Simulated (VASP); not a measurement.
# HC10 in VASP: single point with PBE+D3(BJ)

Aim: the single point of HC10 with PBE+D3(BJ).

Program: VASP 6.6.1. These are calculated values, not measurements. Logs are shortened: lines on timing, memory, paths and dates and some standing lists are left out, and cuts for length are marked.

**1. The cell of the first run**

The cell holds a slab with vacuum, 11 atoms: a = 2.466 Å, b = 2.465 Å, c = 32.598 Å, α = 90.00°, β = 90.00°, γ = 120.01°.

**2. Single point, PBE+D3(BJ)**

The input, INCAR:

```
SYSTEM = HC10
ALGO = Normal
DIPOL = 0.5 0.5 0.489
EDIFF = 1E-6
ENCUT = 520
GGA = PE
IDIPOL = 3
ISIF = 2
ISMEAR = 0
IVDW = 12
LASPH = .True.
LCHARG = .False.
LDIPOL = .True.
LREAL = .False.
LWAVE = .False.
NBANDS = 32
NELM = 80
PREC = Accurate
SIGMA = 0.1
```

The input, KPOINTS:

```
k-points
0
Gamma
  12 12 1
  0 0 0
```

The input, POSCAR:

```
HC10
1.0
    2.4655379968      0.0000000000      0.0000000000
   -1.2327689984      2.1341461181      0.0000000000
    0.0000000000      0.0000000000     32.5979680033
C H
10 1
Direct
    0.0833101796      0.1666203592      0.2607524494
    0.4166898204      0.8333796408      0.2607524494
    0.5833101796      0.1666203592      0.3650391026
    0.9166898204      0.8333796408      0.3650391026
    0.1055581673      0.2176488308      0.4692850492
    0.4388998199      0.8843678846      0.4693104488
    0.4064562571     -0.1001746737      0.5723062266
    0.7398142433      0.5666265566      0.5724091058
    0.0697134140      0.2516667123      0.6628927509
    0.4030228448      0.9183475056      0.6710937929
    0.4042030043      0.9188543648      0.7071149950
```

Potentials or basis: VASP PAW PBE potentials, release 64 (C, H).

The run is started by

```bash
> cat potpaw_PBE.64/C/POTCAR potpaw_PBE.64/H/POTCAR > POTCAR
> mpirun -np 1 vasp_std > vasp.out
```

OUTCAR:

```text
SYSTEM = HC10
   EDIFF = 1E-6
   ENCUT = 520
   GGA = PE
   ISIF = 2
   ISMEAR = 0
   IVDW = 12
   LASPH = .True.
   LREAL = .False.
   NELM = 80
   PREC = Accurate
 IVDW          = 12

 ion  position               nearest neighbor table
   1  0.083  0.167  0.261-   2 1.42   2 1.42   2 1.42
   2  0.417  0.833  0.261-   1 1.42   1 1.42   1 1.42
   3  0.583  0.167  0.365-   4 1.42   4 1.42   4 1.42
   4  0.917  0.833  0.365-   3 1.42   3 1.42   3 1.42
   5  0.106  0.218  0.469-   6 1.42   6 1.42   6 1.42
   6  0.439  0.884  0.469-   5 1.42   5 1.42   5 1.42
   7  0.406  0.900  0.572-   8 1.42   8 1.42   8 1.42
   8  0.740  0.567  0.572-   7 1.42   7 1.42   7 1.42
   9  0.070  0.252  0.663-  10 1.45  10 1.45  10 1.45
  10  0.403  0.918  0.671-  11 1.17   9 1.45   9 1.45   9 1.45
  11  0.404  0.919  0.707-  10 1.17

  Warning from LATTYP: Monoclinic adjustment (A1->A3, A2->A1, A3->A2)!
  LATTYP: Found a base centered orthorhombic cell.
 ALAT       =     2.4655379968
 B/A-ratio  =     1.7311808789
 C/A-ratio  =    13.2214421540

  Lattice vectors:

 A1 = (   1.2327689984,  -2.1341461181,   0.0000000000)
 A2 = (   1.2327689984,   2.1341461181,   0.0000000000)
 A3 = (   0.0000000000,   0.0000000000,  32.5979680033)

Analysis of symmetry for initial positions (statically):
=====================================================================
 Subroutine PRICEL returns:
 Original cell was already a primitive cell.

 Routine SETGRP: Setting up the symmetry group for a
 base centered orthorhombic supercell.

 Subroutine GETGRP returns: Found  1 space group operations
 (whereof  1 operations were pure point group operations)
 out of a pool of  8 trial point group operations.

The static configuration has the point symmetry C_1 .

Analysis of symmetry for dynamics (positions and initial velocities):
=====================================================================
 Subroutine PRICEL returns:
 Original cell was already a primitive cell.

 Routine SETGRP: Setting up the symmetry group for a
 base centered orthorhombic supercell.

 Subroutine GETGRP returns: Found  1 space group operations
 (whereof  1 operations were pure point group operations)
 out of a pool of  8 trial point group operations.

The dynamic configuration has the point symmetry C_1 .

 Subroutine INISYM returns: Found  1 space group operations
 (whereof  1 operations are pure point group operations),
 and found     1 'primitive' translations

----------------------------------------------------------------------------------------

                                     Primitive cell

  volume of cell :     171.5246

  direct lattice vectors                    reciprocal lattice vectors
     2.465537997  0.000000000  0.000000000     0.405590991  0.234285739  0.000000000
    -1.232768998  2.134146118  0.000000000     0.000000000  0.468571478  0.000000000
     0.000000000  0.000000000 32.597968003     0.000000000  0.000000000  0.030676759

  length of vectors
     2.465537997  2.464609311 32.597968003     0.468394982  0.468571478  0.030676759

  position of ions in fractional coordinates (direct lattice)
     0.083310180  0.166620359  0.260752449
     0.416689820  0.833379641  0.260752449
     0.583310180  0.166620359  0.365039103
     0.916689820  0.833379641  0.365039103
     0.105558167  0.217648831  0.469285049
     0.438899820  0.884367885  0.469310449
     0.406456257  0.899825326  0.572306227
     0.739814243  0.566626557  0.572409106
     0.069713414  0.251666712  0.662892751
     0.403022845  0.918347506  0.671093793
     0.404203004  0.918854365  0.707114995

  ion indices of the primitive-cell ions
   primitive index   ion index
                 1           1
                 2           2
                 3           3
                 4           4
                 5           5
                 6           6
                 7           7
                 8           8
                 9           9
                10          10
                11          11

----------------------------------------------------------------------------------------

 KPOINTS: k-points

Automatic generation of k-mesh.
 Grid dimensions read from file:
 generate k-points for:   12   12    1

 Generating k-lattice:

  Cartesian coordinates                     Fractional coordinates (reciprocal lattice)
     0.033799249  0.019523812  0.000000000     0.083333333  0.000000000  0.000000000
     0.000000000  0.039047623  0.000000000     0.000000000  0.083333333  0.000000000
     0.000000000  0.000000000  0.030676759     0.000000000  0.000000000  1.000000000

  Length of vectors
     0.039032915  0.039047623  0.030676759

  Shift w.r.t. Gamma in fractional coordinates (k-lattice)
     0.000000000  0.000000000  0.000000000

 Subroutine IBZKPT returns following result:
 ===========================================

 Found     74 irreducible k-points:

 Following reciprocal coordinates:
            Coordinates               Weight
  0.000000  0.000000  0.000000      1.000000
  0.083333  0.000000  0.000000      2.000000
  0.083333 -0.083333  0.000000      2.000000
  0.166667  0.000000  0.000000      2.000000
  0.166667 -0.166667  0.000000      2.000000
  0.250000  0.000000  0.000000      2.000000
[... 16 lines left out ...]
  0.416667  0.083333  0.000000      2.000000
  0.416667  0.500000  0.000000      2.000000
 [... further k-points ...]
   k-points           NKPTS =     74   k-points in BZ     NKDIM =     74   number of bands    NBANDS=     32
   number of dos      NEDOS =    301   number of ions     NIONS =     11
   total plane-waves  NPLWV =  81000
   dimension x,y,z NGX =    18 NGY =   18 NGZ =  250
   dimension x,y,z NGXF=    36 NGYF=   36 NGZF=  500
   ions per type =              10   1
   NGX,Y,Z   is equivalent  to a cutoff of  12.14, 12.14, 12.75 a.u.
   NGXF,Y,Z  is equivalent  to a cutoff of  24.27, 24.28, 25.50 a.u.
 SYSTEM =  HC10
   PREC   = accura    normal or accurate (medium, high low for compatibility)
   ISTART =      0    job   : 0-new  1-cont  2-samecut
   ICHARG =      2    charge: 1-file 2-atom 10-const
   ISPIN  =      1    spin polarized calculation?
   LNONCOLLINEAR =      F non collinear calculations
   LSORBIT =      F    spin-orbit coupling
   LASPH  =      T    aspherical Exc in radial PAW
   ENCUT  =  520.0 eV  38.22 Ry    6.18 a.u.   4.58  4.58 60.61*2*pi/ulx,y,z
   NELM   =     80;   NELMIN=  2; NELMDL= -5     # of ELM steps
   EDIFF  = 0.1E-05   stopping-criterion for ELM
   LREAL  =      F    real-space projection
   EDIFFG = 0.1E-04   stopping-criterion for IOM
   NSW    =      0    number of steps for IOM
   IBRION =     -1    ionic relax: 0-MD 1-quasi-New 2-CG
   NFREE  =      0    steps in history (QN), initial steepest desc. (CG)
   ISIF   =      2    stress and relaxation
   ISYM   =      2    0-nonsym 1-usesym 2-fastsym
   POTIM  = 0.5000    time-step for ionic-motion
   TEBEG  =    0.0;   TEEND  =   0.0 temperature during run
   PSTRESS=    0.0 pullay stress
   NELECT =      41.0000    total number of electrons
   NUPDOWN=      -1.0000    fix difference up-down
   EMIN   =  10.00;   EMAX   =-10.00  energy-range for DOS
   EFERMI =   0.00;   METHOD = LEGACY
   ISMEAR =     0;   SIGMA  =   0.10  broadening in eV -4-tet -1-fermi 0-gaus
   EFERMI_NEDOS =   21; number of points for ismear=-14 and -15
   IALGO  =     38    algorithm
   IMIX   =      4    mixing-type and parameters
     AMIX     =   0.40;   BMIX     =  1.00
     AMIX_MAG =   1.60;   BMIX_MAG =  1.00
  volume/ion in A,a.u.               =      15.59       105.23
  Fermi-wavevector in a.u.,A,eV,Ry     =   1.016001  1.919963 14.044714  1.032257
  Thomas-Fermi vector in A             =   2.149319
   LORBIT       =      0    0 simple, 1 ext, 2 COOP (PROOUT), +10 PAW based schemes
   GGA     = PE    functional components
   LHFCALC =     F    Hartree Fock is set to
   AEXX    =    0.0000 exact exchange contribution
   IVDW    =    12    specifies the selected vdW correction
   LEPSILON=     F    determine dielectric tensor
   LRPA    =     F    only Hartree local field effects (RPA)
 non-spin polarized calculation
 Gauss-broadening in eV      SIGMA  =   0.10
  energy-cutoff  :      520.00
  volume of cell :      171.52
 maximum number of plane-waves:      4686
   NGX =  9   NGY =  9   NGZ =121

 dipolmoment           0.000000      0.000000      0.007982 electrons x Angstroem

 number of electron      40.9999998 magnetization

 dipolmoment           0.000000      0.000000     -0.008884 electrons x Angstroem

 Free energy of the ion-electron system (eV)
  ---------------------------------------------------
  ext. energy  EPLUGINS =         0.00000000
  ---------------------------------------------------
  free energy    TOTEN  =       -93.60240942 eV

  energy without entropy =      -93.59783129  energy(sigma->0) =      -93.60012035

 E-fermi :   0.5727     XC(G=0):  -5.8171

 val. band max:        0.5683934144   @ k =   0.3333   0.3333   0.0000
 cond. band min:       0.6177118080   @ k =   0.3333   0.3333   0.0000
 fundamental gap:      0.0493183936
 Fermi energy:         0.5726582697

 k-point     1 :       0.0000    0.0000    0.0000
  band No.  band energies     occupation
      1     -19.6769      2.00000
      2     -19.0348      2.00000
      3     -18.9575      2.00000
      4     -18.8678      2.00000
      5     -18.7885      2.00000
      6      -9.8682      2.00000
[... 24 lines left out ...]
     31       8.3587      0.00000
     32       8.8924      0.00000

 k-point     2 :       0.0833    0.0000    0.0000
  band No.  band energies     occupation
      1     -19.5085      2.00000
      2     -18.8695      2.00000
      3     -18.7929      2.00000
      4     -18.7041      2.00000
      5     -18.6254      2.00000
      6      -9.6951      2.00000
[... 24 lines left out ...]
     31       8.9494      0.00000
     32       8.9933      0.00000

 k-point     3 :       0.0833   -0.0833    0.0000
  band No.  band energies     occupation
      1     -19.5085      2.00000
      2     -18.8695      2.00000
      3     -18.7929      2.00000
      4     -18.7041      2.00000
      5     -18.6254      2.00000
      6      -9.6951      2.00000
[... 24 lines left out ...]
     31       8.9493      0.00000
     32       8.9919      0.00000

 k-point     4 :       0.1667    0.0000    0.0000
  band No.  band energies     occupation
      1     -19.0052      2.00000
      2     -18.3755      2.00000
      3     -18.3009      2.00000
      4     -18.2148      2.00000
      5     -18.1377      2.00000
      6      -9.1898      2.00000
[... 24 lines left out ...]
     31       8.9081      0.00000
     32       8.9457      0.00000

 k-point     5 :       0.1667   -0.1667    0.0000
  band No.  band energies     occupation
      1     -19.0052      2.00000
      2     -18.3755      2.00000
      3     -18.3009      2.00000
      4     -18.2148      2.00000
      5     -18.1377      2.00000
      6      -9.1901      2.00000
[... 584 lines left out ...]
     31       8.9521      0.00000
     32       9.0081      0.00000

 k-point    22 :       0.3333   -0.4167    0.0000
  band No.  band energies     occupation
      1     -16.2328      2.00000
      2     -15.6415      2.00000
      3     -15.5779      2.00000
      4     -15.5069      2.00000
      5     -15.4386      2.00000
      6     -10.4552      2.00000
[... 24 lines left out ...]
     31       8.9528      0.00000
     32       9.0121      0.00000

 k-point    23 :       0.4167    0.0833    0.0000
  band No.  band energies     occupation
      1     -14.7732      2.00000
      2     -14.1454      2.00000
      3     -14.0935      2.00000
      4     -14.0364      2.00000
      5     -13.9734      2.00000
      6     -12.3810      2.00000
[... 24 lines left out ...]
     31       8.8757      0.00000
     32       9.7365      0.00000

 k-point    24 :       0.4167    0.5000    0.0000
  band No.  band energies     occupation
      1     -14.7748      2.00000
      2     -14.1452      2.00000
      3     -14.0926      2.00000
      4     -14.0359      2.00000
      5     -13.9749      2.00000
      6     -12.3799      2.00000
[... 24 lines left out ...]
     31       8.8774      0.00000
     32       9.7375      0.00000

 [... further k-points ...]

------------------------ aborting loop because EDIFF is reached ----------------------------------------

 vacuum level on the upper side and lower side of the slab       (xc-potential included)        -0.159        -0.117

 Edisp (eV)   -1.48194

 E8    (eV) :    -0.4250

  FORCE on cell =-STRESS in cart. coord.  units (eV):
  Direction    XX          YY          ZZ          XY          YZ          ZX
  --------------------------------------------------------------------------------------
  -------------------------------------------------------------------------------------
  Total       3.09300     3.20136    -0.08143     0.00406    -0.01676     0.00642
  in kB      28.89115    29.90325    -0.76061     0.03790    -0.15659     0.05997
  external pressure =       19.34 kB  Pullay stress =        0.00 kB

 VOLUME and BASIS-vectors are now :
 -----------------------------------------------------------------------------
  energy-cutoff  :      520.00
  volume of cell :      171.52
      direct lattice vectors                 reciprocal lattice vectors
     2.465537997  0.000000000  0.000000000     0.405590991  0.234285739  0.000000000
    -1.232768998  2.134146118  0.000000000     0.000000000  0.468571478  0.000000000
     0.000000000  0.000000000 32.597968003     0.000000000  0.000000000  0.030676759

 POSITION                                       TOTAL-FORCE (eV/Angst)
 -----------------------------------------------------------------------------------
     -0.00000      0.35559      8.50000         0.001181      0.003540      0.000363
      0.00000      1.77855      8.50000        -0.001184     -0.002729      0.001322
      1.23277      0.35559     11.89953         0.000530      0.001062     -0.000827
      1.23277      1.77855     11.89953        -0.000810     -0.002264      0.000282
     -0.00805      0.46449     15.29774        -0.000303     -0.000325      0.001319
     -0.00810      1.88737     15.29857        -0.001452      0.002312     -0.000250
     -0.10714      1.92036     18.65602         0.003314      0.005178      0.007552
      1.12552      1.20926     18.65937        -0.003316     -0.004520     -0.005620
     -0.13837      0.53709     21.60896         0.001287     -0.005205     -0.011025
     -0.13844      1.95989     21.87629         0.006741      0.006142     -0.015441
     -0.13616      1.96097     23.05051        -0.005988     -0.003192      0.022325
 -----------------------------------------------------------------------------------
    total drift:                               -0.000065     -0.000266     -0.000593

  FREE ENERGIE OF THE ION-ELECTRON SYSTEM (eV)
  ---------------------------------------------------
  free  energy   TOTEN  =       -95.0843503786 eV

  energy  without entropy=      -95.0797722494  energy(sigma->0) =      -95.08206131

 vacuum level on the upper side and lower side of the slab         4.522         4.593
```

Wall time 6.8 min (1 thread of AMD EPYC 9R45 (Zen 5), shared host); peak memory 0.42 GiB.

What came out:

```yaml
Free_energy: -95.0844 eV
Largest_force: 0.023 eV/Å
Band_gap_on_the_k_mesh: zero (an odd number of electrons rules out a gap without spin polarisation)
Dispersion_energy_per_atom: -0.135 eV
```

Forces on the atoms (eV/Å):
```
C    0.001  0.004  0.000
C   -0.001 -0.003  0.001
C    0.001  0.001 -0.001
C   -0.001 -0.002  0.000
C    0.000  0.000  0.001
C   -0.001  0.002  0.000
C    0.003  0.005  0.008
C   -0.003 -0.005 -0.006
C    0.001 -0.005 -0.011
C    0.007  0.006 -0.015
H   -0.006 -0.003  0.022
```

Levels at points of the mesh, in eV from the Fermi level:
| k point | band 18 | band 19 | band 20 | band 21 | band 22 | band 23 | band 24 | band 25 |
| --- | --- | --- | --- | --- | --- | --- | --- | --- |
| (0.00, 0.00, 0.00) | -2.94 | -2.87 | -2.86 | -0.80 | 3.33 | 3.61 | 4.30 | 4.73 |
| (0.50, 0.00, 0.00) | -2.40 | -2.38 | -2.15 | -0.73 | 1.62 | 1.73 | 1.75 | 2.11 |
| (0.50, 0.50, 0.00) | -2.39 | -2.38 | -2.22 | -0.74 | 1.67 | 1.75 | 1.77 | 2.05 |
| (0.00, 0.50, 0.00) | -2.47 | -2.22 | -1.85 | -0.71 | 1.20 | 1.64 | 1.98 | 2.27 |
